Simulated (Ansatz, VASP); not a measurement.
**One calculation of Mg, two programs**

```
Mg
1.0
    -1.83599    1.83599    1.67940
     1.83599   -1.83599    1.67940
     1.83599    1.83599   -1.67940
Mg
1
Direct
  0.00000 0.00000 0.00000
```

Alike in both runs: functional LDA; k mesh 6 × 6 × 6; occupations fermi-dirac, width 0.05 eV; no spin polarisation.

|  | VASP | Ansatz |
| --- | --- | --- |
| version | VASP 6.6.1 | Ansatz 0.2.0 |
| potentials or method | VASP PAW LDA potentials, release 64 (Mg) | Ansatz PAW |
| plane-wave cutoff (eV) | 520 | 420 |
| valence electrons in the cell | 2 | 10 |
| task | single point | band structure |

```tsv
	VASP	Ansatz	Ansatz less VASP
gap on the k mesh at the Fermi level (eV)	none	none	-
pressure (GPa)	-1.8	-1.5	+0.32
traceless stress, the component that is largest in VASP (GPa)	2.92	2.95	+0.028
```

LDA's correlation is that of Perdew and Zunger in VASP and of Perdew and Wang (1992) in Ansatz. A gap of «none» marks a metal or a gap that the smearing closes. VASP's potentials hold 2 valence electrons a cell and Ansatz's 10, so a difference there can come from the potentials and not from the codes.

The k mesh is coarse, so the values compare programs but aren't converged.
